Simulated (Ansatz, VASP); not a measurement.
## As in VASP and in Ansatz

```
As
1.0
     0.00000    3.00704    3.00704
     3.00704    0.00000    3.00704
     3.00704    3.00704    0.00000
As
2
Direct
  0.12500 0.12500 0.12500
  0.87500 0.87500 0.87500
```

Alike in both runs: task single point; functional RPBE; k mesh 10 × 10 × 10; occupations fermi-dirac, width 0.1 eV; no spin polarisation.

```csv
,VASP,Ansatz
version,VASP 6.6.1,Ansatz 0.2.0
potentials or method,"VASP PAW PBE potentials, release 64 (As), cutoff 520 eV","plane waves (420 eV) with PAW, scalar-relativistic"
valence electrons in the cell,10,30
```

```csv
,VASP,Ansatz,Ansatz less VASP
pressure (GPa),4.0,3.9,-0.12
```

VASP's potentials were made for PBE, not for RPBE. VASP's potentials hold 10 valence electrons a cell and Ansatz's 30, so a difference there can come from the potentials and not from the codes.
